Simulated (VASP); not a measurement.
# CdSe (F-43m) in VASP: notebook

Runs on CdSe. Level: PBE. Tasks: single point.

All numbers are computed with VASP 6.6.1; they aren't measurements. Logs are shortened: lines on timing, memory, paths and dates and some standing lists are left out, and cuts for length are marked.

## 1. The cell of the first run

Symmetry: F-43m, No. 216, cubic system. Conventional cell: a = 6.070 Å, b = 6.070 Å, c = 6.070 Å, α = 90.00°, β = 90.00°, γ = 90.00°. Within 3.5 Å of Cd (site symmetry -43m) lie 4 Se at 2.63 Å. Se (site symmetry -43m) has 4 Cd at 2.63 Å within 3.5 Å.

## 2. Single point, PBE (27.96 Å³/atom)

Contents of INCAR:

```
SYSTEM = CdSe
  PREC = Accurate
  ENCUT = 520
  EDIFF = 1E-6
  ISMEAR = 0
  SIGMA = 0.02
  LREAL = .FALSE.
  LASPH = .TRUE.
  NELM = 100
  ALGO = Normal
  ISIF = 2
  LWAVE = .FALSE.
  LCHARG = .FALSE.
  GGA = PE
  NBANDS = 16
```

Contents of KPOINTS:

```
regular mesh
0
G
  10 10 10
  0 0 0
```

Contents of POSCAR:

```
CdSe
1.0
    0.0000000000      3.0351639741      3.0351639741
    3.0351639741      0.0000000000      3.0351639741
    3.0351639741      3.0351639741      0.0000000000
Cd Se
1 1
Direct
    0.0000000000      0.0000000000      0.0000000000
    0.7500000000      0.7500000000      0.7500000000
```

Potentials or basis: VASP PAW PBE potentials, release 64 (Cd, Se).

Launch:

```console
$ cat potpaw_PBE.64/Cd/POTCAR potpaw_PBE.64/Se/POTCAR > POTCAR
$ mpirun -np 1 vasp_std > vasp.out
```

OUTCAR:

```text
SYSTEM = CdSe
   PREC = Accurate
   ENCUT = 520
   EDIFF = 1E-6
   ISMEAR = 0
   LREAL = .FALSE.
   LASPH = .TRUE.
   NELM = 100
   ISIF = 2
   GGA = PE

 ion  position               nearest neighbor table
   1  0.000  0.000  0.000-   2 2.63   2 2.63   2 2.63   2 2.63
   2  0.750  0.750  0.750-   1 2.63   1 2.63   1 2.63   1 2.63

  LATTYP: Found a face centered cubic cell.
 ALAT       =     6.0703279482

  Lattice vectors:

 A1 = (   0.0000000000,   3.0351639741,   3.0351639741)
 A2 = (   3.0351639741,   0.0000000000,   3.0351639741)
 A3 = (   3.0351639741,   3.0351639741,   0.0000000000)

Analysis of symmetry for initial positions (statically):
=====================================================================
 Subroutine PRICEL returns:
 Original cell was already a primitive cell.

 Routine SETGRP: Setting up the symmetry group for a
 face centered cubic supercell.

 Subroutine GETGRP returns: Found 24 space group operations
 (whereof 24 operations were pure point group operations)
 out of a pool of 48 trial point group operations.

The static configuration has the point symmetry T_d .

Analysis of symmetry for dynamics (positions and initial velocities):
=====================================================================
 Subroutine PRICEL returns:
 Original cell was already a primitive cell.

 Routine SETGRP: Setting up the symmetry group for a
 face centered cubic supercell.

 Subroutine GETGRP returns: Found 24 space group operations
 (whereof 24 operations were pure point group operations)
 out of a pool of 48 trial point group operations.

The dynamic configuration has the point symmetry T_d .

 Subroutine INISYM returns: Found 24 space group operations
 (whereof 24 operations are pure point group operations),
 and found     1 'primitive' translations

----------------------------------------------------------------------------------------

                                     Primitive cell

  volume of cell :      55.9212

  direct lattice vectors                    reciprocal lattice vectors
     0.000000000  3.035163974  3.035163974    -0.164735746  0.164735746  0.164735746
     3.035163974  0.000000000  3.035163974     0.164735746 -0.164735746  0.164735746
     3.035163974  3.035163974  0.000000000     0.164735746  0.164735746 -0.164735746

  length of vectors
     4.292370056  4.292370056  4.292370056     0.285330681  0.285330681  0.285330681

  position of ions in fractional coordinates (direct lattice)
     0.000000000  0.000000000  0.000000000
     0.750000000  0.750000000  0.750000000

  ion indices of the primitive-cell ions
   primitive index   ion index
                 1           1
                 2           2

----------------------------------------------------------------------------------------

 KPOINTS: regular mesh

Automatic generation of k-mesh.
 Grid dimensions read from file:
 generate k-points for:   10   10   10

 Generating k-lattice:

  Cartesian coordinates                     Fractional coordinates (reciprocal lattice)
    -0.016473575  0.016473575  0.016473575     0.100000000  0.000000000  0.000000000
     0.016473575 -0.016473575  0.016473575     0.000000000  0.100000000  0.000000000
     0.016473575  0.016473575 -0.016473575     0.000000000  0.000000000  0.100000000

  Length of vectors
     0.028533068  0.028533068  0.028533068

  Shift w.r.t. Gamma in fractional coordinates (k-lattice)
     0.000000000  0.000000000  0.000000000

 Subroutine IBZKPT returns following result:
 ===========================================

 Found     47 irreducible k-points:

 Following reciprocal coordinates:
            Coordinates               Weight
  0.000000  0.000000  0.000000      1.000000
  0.100000  0.000000  0.000000      8.000000
  0.200000  0.000000  0.000000      8.000000
  0.300000  0.000000  0.000000      8.000000
  0.400000  0.000000  0.000000      8.000000
  0.500000  0.000000  0.000000      4.000000
[... 16 lines left out ...]
  0.300000  0.300000  0.000000      6.000000
  0.400000  0.300000  0.000000     24.000000
 [... further k-points ...]
   k-points           NKPTS =     47   k-points in BZ     NKDIM =     47   number of bands    NBANDS=     16
   number of dos      NEDOS =    301   number of ions     NIONS =      2
   total plane-waves  NPLWV =  32768
   dimension x,y,z NGX =    32 NGY =   32 NGZ =   32
   dimension x,y,z NGXF=    64 NGYF=   64 NGZF=   64
   ions per type =               1   1
   NGX,Y,Z   is equivalent  to a cutoff of  12.39, 12.39, 12.39 a.u.
   NGXF,Y,Z  is equivalent  to a cutoff of  24.79, 24.79, 24.79 a.u.
 SYSTEM =  CdSe
   PREC   = accura    normal or accurate (medium, high low for compatibility)
   ISTART =      0    job   : 0-new  1-cont  2-samecut
   ICHARG =      2    charge: 1-file 2-atom 10-const
   ISPIN  =      1    spin polarized calculation?
   LNONCOLLINEAR =      F non collinear calculations
   LSORBIT =      F    spin-orbit coupling
   LASPH  =      T    aspherical Exc in radial PAW
   ENCUT  =  520.0 eV  38.22 Ry    6.18 a.u.   7.98  7.98  7.98*2*pi/ulx,y,z
   NELM   =    100;   NELMIN=  2; NELMDL= -5     # of ELM steps
   EDIFF  = 0.1E-05   stopping-criterion for ELM
   LREAL  =      F    real-space projection
   EDIFFG = 0.1E-04   stopping-criterion for IOM
   NSW    =      0    number of steps for IOM
   IBRION =     -1    ionic relax: 0-MD 1-quasi-New 2-CG
   NFREE  =      0    steps in history (QN), initial steepest desc. (CG)
   ISIF   =      2    stress and relaxation
   ISYM   =      2    0-nonsym 1-usesym 2-fastsym
   POTIM  = 0.5000    time-step for ionic-motion
   TEBEG  =    0.0;   TEEND  =   0.0 temperature during run
   PSTRESS=    0.0 pullay stress
   NELECT =      18.0000    total number of electrons
   NUPDOWN=      -1.0000    fix difference up-down
   EMIN   =  10.00;   EMAX   =-10.00  energy-range for DOS
   EFERMI =   0.00;   METHOD = LEGACY
   ISMEAR =     0;   SIGMA  =   0.02  broadening in eV -4-tet -1-fermi 0-gaus
   EFERMI_NEDOS =   21; number of points for ismear=-14 and -15
   IALGO  =     38    algorithm
   IMIX   =      4    mixing-type and parameters
     AMIX     =   0.40;   BMIX     =  1.00
     AMIX_MAG =   1.60;   BMIX_MAG =  1.00
  volume/ion in A,a.u.               =      27.96       188.69
  Fermi-wavevector in a.u.,A,eV,Ry     =   1.121950  2.120178 17.126631  1.258772
  Thomas-Fermi vector in A             =   2.258607
   LORBIT       =      0    0 simple, 1 ext, 2 COOP (PROOUT), +10 PAW based schemes
   GGA     = PE    functional components
   LHFCALC =     F    Hartree Fock is set to
   AEXX    =    0.0000 exact exchange contribution
   IVDW    =     0    specifies the selected vdW correction
   LEPSILON=     F    determine dielectric tensor
   LRPA    =     F    only Hartree local field effects (RPA)
 non-spin polarized calculation
 Gauss-broadening in eV      SIGMA  =   0.02
  energy-cutoff  :      520.00
  volume of cell :       55.92
 maximum number of plane-waves:      1524
   NGX = 15   NGY = 15   NGZ = 15

 number of electron      18.0000000 magnetization

 Free energy of the ion-electron system (eV)
  ---------------------------------------------------
  ext. energy  EPLUGINS =         0.00000000
  ---------------------------------------------------
  free energy    TOTEN  =        -5.46031268 eV

  energy without entropy =       -5.46031268  energy(sigma->0) =       -5.46031268

 E-fermi :   1.1538     XC(G=0):  -8.9134

 val. band max:        0.9889703267   @ k =   0.0000   0.0000   0.0000
 cond. band min:       1.6105321083   @ k =   0.0000   0.0000   0.0000
 fundamental gap:      0.6215617816
 Fermi energy:         1.1538484956

 k-point     1 :       0.0000    0.0000    0.0000
  band No.  band energies     occupation
      1     -11.6386      2.00000
      2      -6.9657      2.00000
      3      -6.9657      2.00000
      4      -6.9657      2.00000
      5      -6.5846      2.00000
      6      -6.5846      2.00000
[... 8 lines left out ...]
     15      12.1033      0.00000
     16      12.1033      0.00000

 k-point     2 :       0.1000    0.0000    0.0000
  band No.  band energies     occupation
      1     -11.6032      2.00000
      2      -6.9542      2.00000
      3      -6.9542      2.00000
      4      -6.9353      2.00000
      5      -6.5853      2.00000
      6      -6.5853      2.00000
[... 8 lines left out ...]
     15      11.4896      0.00000
     16      11.4896      0.00000

 k-point     3 :       0.2000    0.0000    0.0000
  band No.  band energies     occupation
      1     -11.5096      2.00000
      2      -6.9258      2.00000
      3      -6.9258      2.00000
      4      -6.8345      2.00000
      5      -6.5848      2.00000
      6      -6.5848      2.00000
[... 8 lines left out ...]
     15      11.0472      0.00000
     16      11.3896      0.00000

 k-point     4 :       0.3000    0.0000    0.0000
  band No.  band energies     occupation
      1     -11.3926      2.00000
      2      -6.8956      2.00000
      3      -6.8956      2.00000
      4      -6.6494      2.00000
      5      -6.5782      2.00000
      6      -6.5782      2.00000
[... 8 lines left out ...]
     15      11.3127      0.00000
     16      11.3127      0.00000

 k-point     5 :       0.4000    0.0000    0.0000
  band No.  band energies     occupation
      1     -11.2972      2.00000
      2      -6.8761      2.00000
      3      -6.8761      2.00000
      4      -6.5666      2.00000
      5      -6.5666      2.00000
      6      -6.4131      2.00000
[... 8 lines left out ...]
     15      12.2507      0.00000
     16      12.2507      0.00000

 k-point     6 :       0.5000    0.0000    0.0000
  band No.  band energies     occupation
      1     -11.2607      2.00000
      2      -6.8700      2.00000
      3      -6.8700      2.00000
      4      -6.5605      2.00000
      5      -6.5605      2.00000
      6      -6.2850      2.00000
[... 8 lines left out ...]
     15      13.1590      0.00000
     16      13.1590      0.00000

 k-point     7 :       0.1000    0.1000    0.0000
  band No.  band energies     occupation
      1     -11.5914      2.00000
      2      -6.9434      2.00000
      3      -6.9434      2.00000
      4      -6.9391      2.00000
      5      -6.5924      2.00000
      6      -6.5789      2.00000
[... 8 lines left out ...]
     15      11.6404      0.00000
     16      12.1887      0.00000

 k-point     8 :       0.2000    0.1000    0.0000
  band No.  band energies     occupation
      1     -11.5173      2.00000
      2      -6.9252      2.00000
      3      -6.9143      2.00000
      4      -6.8645      2.00000
      5      -6.5972      2.00000
      6      -6.5736      2.00000
[... 8 lines left out ...]
     15      11.8926      0.00000
     16      12.2827      0.00000

 k-point     9 :       0.3000    0.1000    0.0000
  band No.  band energies     occupation
      1     -11.4082      2.00000
      2      -6.8980      2.00000
      3      -6.8818      2.00000
      4      -6.7158      2.00000
      5      -6.5860      2.00000
      6      -6.5666      2.00000
[... 8 lines left out ...]
     15      11.9058      0.00000
     16      11.9447      0.00000
[... 172 lines left out ...]
 k-point    19 :       0.5000    0.2000    0.0000
  band No.  band energies     occupation
      1     -11.2210      2.00000
      2      -6.8413      2.00000
      3      -6.8092      2.00000
      4      -6.6246      2.00000
      5      -6.5538      2.00000
      6      -6.2620      2.00000
[... 8 lines left out ...]
     15      13.3080      0.00000
     16      13.3493      0.00000

 k-point    20 :      -0.4000    0.2000    0.0000
  band No.  band energies     occupation
      1     -11.2135      2.00000
      2      -6.8408      2.00000
      3      -6.8173      2.00000
      4      -6.5969      2.00000
      5      -6.5707      2.00000
      6      -6.2193      2.00000
[... 8 lines left out ...]
     15      11.9901      0.00000
     16      13.1739      0.00000

 k-point    21 :      -0.3000    0.2000    0.0000
  band No.  band energies     occupation
      1     -11.2640      2.00000
      2      -6.8464      2.00000
      3      -6.8417      2.00000
      4      -6.5947      2.00000
      5      -6.5905      2.00000
      6      -6.3691      2.00000
[... 8 lines left out ...]
     15      12.2371      0.00000
     16      13.5414      0.00000

 k-point    22 :      -0.2000    0.2000    0.0000
  band No.  band energies     occupation
      1     -11.3532      2.00000
      2      -6.8779      2.00000
      3      -6.8635      2.00000
      4      -6.6496      2.00000
      5      -6.5995      2.00000
      6      -6.5243      2.00000
[... 8 lines left out ...]
     15      12.3035      0.00000
     16      13.4402      0.00000

 k-point    23 :       0.3000    0.3000    0.0000
  band No.  band energies     occupation
      1     -11.3131      2.00000
      2      -6.8004      2.00000
      3      -6.8004      2.00000
      4      -6.7709      2.00000
      5      -6.5455      2.00000
      6      -6.5415      2.00000
[... 8 lines left out ...]
     15      12.8134      0.00000
     16      14.9568      0.00000

 k-point    24 :       0.4000    0.3000    0.0000
  band No.  band energies     occupation
      1     -11.2389      2.00000
      2      -6.7959      2.00000
      3      -6.7673      2.00000
      4      -6.7211      2.00000
      5      -6.5393      2.00000
      6      -6.4181      2.00000
[... 8 lines left out ...]
     15      13.2152      0.00000
     16      14.7448      0.00000

 [... further k-points ...]

------------------------ aborting loop because EDIFF is reached ----------------------------------------

  FORCE on cell =-STRESS in cart. coord.  units (eV):
  Direction    XX          YY          ZZ          XY          YZ          ZX
  --------------------------------------------------------------------------------------
  -------------------------------------------------------------------------------------
  Total        1.2284500      1.2284500      1.2284500     -0.0000000      0.0000000     -0.0000000
  in kB       35.1958618     35.1958618     35.1958618     -0.0000000      0.0000000     -0.0000000
  external PRESSURE =      35.1958618 kB  Pullay stress =       0.0000000 kB

 VOLUME and BASIS-vectors are now :
 -----------------------------------------------------------------------------
  energy-cutoff  :      520.00
  volume of cell :       55.92
      direct lattice vectors                 reciprocal lattice vectors
     0.000000000  3.035163974  3.035163974    -0.164735746  0.164735746  0.164735746
     3.035163974  0.000000000  3.035163974     0.164735746 -0.164735746  0.164735746
     3.035163974  3.035163974  0.000000000     0.164735746  0.164735746 -0.164735746

 POSITION                                       TOTAL-FORCE (eV/Angst)
 -----------------------------------------------------------------------------------
      0.00000      0.00000      0.00000        -0.000000      0.000000     -0.000000
      4.55275      4.55275      4.55275         0.000000     -0.000000      0.000000
 -----------------------------------------------------------------------------------
    total drift:                                0.000000      0.000000      0.000000

  FREE ENERGIE OF THE ION-ELECTRON SYSTEM (eV)
  ---------------------------------------------------
  free  energy   TOTEN  =        -5.4603126848 eV

  energy  without entropy=       -5.4603126848  energy(sigma->0) =       -5.46031268
```

Wall time 31 s (1 thread of Intel Xeon 8259CL, shared host); peak memory 0.2 GiB.

Results:

```
Free energy            : -5.4603 eV
Pressure               : 3.5 GPa
Band gap on the k mesh : 0.62 eV
```

Caveat: the cell stands under pressure.

## 3. Single point, PBE (28.85 Å³/atom)

This run uses another cell than the first one, of 28.85 Å³/atom.

Contents of INCAR:

```
  ALGO = Normal
  EDIFF = 1E-7
  ENCUT = 520
  GGA = PE
  ISIF = 2
  ISMEAR = 0
  LASPH = T
  LCHARG = F
  LREAL = F
  LWAVE = F
  NBANDS = 16
  NELM = 80
  PREC = Accurate
  SIGMA = 0.02
```

Contents of KPOINTS:

```
k-points
0
Gamma
  10 10 10
```

Contents of POSCAR:

```
CdSe
1.0
    0.0000000000      3.0671154166      3.0671154166
    3.0671154166      0.0000000000      3.0671154166
    3.0671154166      3.0671154166      0.0000000000
Cd Se
1 1
Direct
    0.0000000000      0.0000000000      0.0000000000
    0.7500000000      0.7500000000      0.7500000000
```

Potentials or basis: VASP PAW PBE potentials, release 64 (Cd, Se).

Launch:

```console
$ cat potpaw_PBE.64/Cd/POTCAR potpaw_PBE.64/Se/POTCAR > POTCAR
$ mpirun -np 1 vasp_std > vasp.out
```

It took 44 s on 1 thread of Intel Xeon 8259CL, shared host; peak memory 0.2 GiB.

The run converged. Its results:

```
Free energy            : -5.4892 eV
Pressure               : 1.7 GPa
Band gap on the k mesh : 0.56 eV
```

Levels at points of the mesh, in eV from the valence-band top:
```
           k point  band 6  band 7  band 8  band 9  band 10  band 11  band 12  band 13
(0.00, 0.00, 0.00)   -7.50    0.00    0.00    0.00     0.56     5.93     5.93     5.93
(0.50, 0.00, 0.00)   -7.23   -4.24   -0.71   -0.71     2.36     6.44     6.44     7.35
(0.50, 0.50, 0.00)   -7.17   -3.97   -1.77   -1.77     3.19     3.73     9.00    10.07
```

## 4. Single point, PBE (30.64 Å³/atom)

This run uses another cell than the first one, of 30.64 Å³/atom.

Contents of INCAR:

```
PREC = Accurate ; ENCUT = 520
EDIFF = 1E-6 ; ISMEAR = 0
SIGMA = 0.02 ; LREAL = F
LASPH = T ; NELM = 100
ALGO = Normal ; ISIF = 2
LWAVE = F ; LCHARG = F
GGA = PE ; NBANDS = 16
```

Contents of KPOINTS:

```
Automatic mesh
0
Gamma
  10 10 10
```

Contents of POSCAR:

```
CdSe
1.0
    0.0000000000      3.1290940427      3.1290940427
    3.1290940427      0.0000000000      3.1290940427
    3.1290940427      3.1290940427      0.0000000000
Cd Se
1 1
Direct
    0.0000000000      0.0000000000      0.0000000000
    0.7500000000      0.7500000000      0.7500000000
```

Launch:

```console
$ cat potpaw_PBE.64/Cd/POTCAR potpaw_PBE.64/Se/POTCAR > POTCAR
$ mpirun -np 1 vasp_std > vasp.out
```

It took 77 s on 1 thread of Intel Xeon 8259CL, shared host; peak memory 0.23 GiB.

It converged, with:

| Quantity | Value |
| --- | --- |
| Free energy | -5.4953 eV |
| Pressure | -1.0 GPa |
| Band gap on the k mesh | 0.43 eV |

Levels at points of the mesh, in eV from the valence-band top:
```csv
k point,band 7,band 8,band 9,band 10,band 11,band 12
"(0.00, 0.00, 0.00)",0.00,0.00,0.00,0.43,5.92,5.92
"(0.50, 0.00, 0.00)",-3.92,-0.64,-0.64,2.28,6.41,6.41
"(0.50, 0.50, 0.00)",-3.71,-1.58,-1.58,3.29,3.65,8.73
```

## 5. The runs side by side

| cell | gap on the mesh (eV) | pressure (GPa) |
| --- | --- | --- |
| a = 4.292 Å, angles 60.0°, 2 atoms | 0.62 | 3.5 |
| a = 4.338 Å, angles 60.0°, 2 atoms | 0.56 | 1.7 |
| a = 4.425 Å, angles 60.0°, 2 atoms | 0.43 | -1.0 |

Alike in all rows: task single point; level PBE; potentials or basis VASP PAW PBE potentials, release 64 (Cd, Se); no spin polarisation; k mesh 10 × 10 × 10; cutoff (eV) 520; smearing gaussian 0.02 eV.

Caveats: the cell stands under pressure (at least some runs).

Total energies depend on the potentials used, so only differences within one code and one set of settings carry meaning.
